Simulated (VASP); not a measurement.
Runs of VASP 6.6.1 on As. The structure is that of space group Pm-3m (No. 221), or close to it. The cells are those of the table. 

| task | cell | k mesh | cutoff (eV) | gap on the mesh (eV) | pressure (GPa) | relaxed volume (Å³/atom) |
| --- | --- | --- | --- | --- | --- | --- |
| relaxation of cell and atoms | relaxed from a = 4.189 Å, 3 atoms | 4 × 4 × 4 | 600 | none | 0.0 | (a) |
| single point | a = 4.189 Å, 3 atoms | 4 × 4 × 4 | 520 | none | -5.4 | - |
| single point | a = 4.062 Å, 3 atoms | 4 × 4 × 4 | 520 | none | 0.0 | - |
| relaxation of cell and atoms | relaxed from a = 4.062 Å, 3 atoms | 12 × 12 × 12 | 600 | none | 0.0 | 21.98 |
| single point | a = 4.039 Å, 3 atoms | 12 × 12 × 12 | 520 | none | 0.1 | - |

Alike in all rows: level PBE; potentials or basis VASP PAW PBE potentials, release 64 (As); no spin polarisation; smearing gaussian 0.1 eV.

Q: Fill in the values left out.

A: (a) 22.35.

Caveats: some runs use coarse meshes.

A k mesh can miss the band edges, and the runs leave out spin-orbit coupling on As.

A gap of «none» marks levels without a gap at the run's occupations.
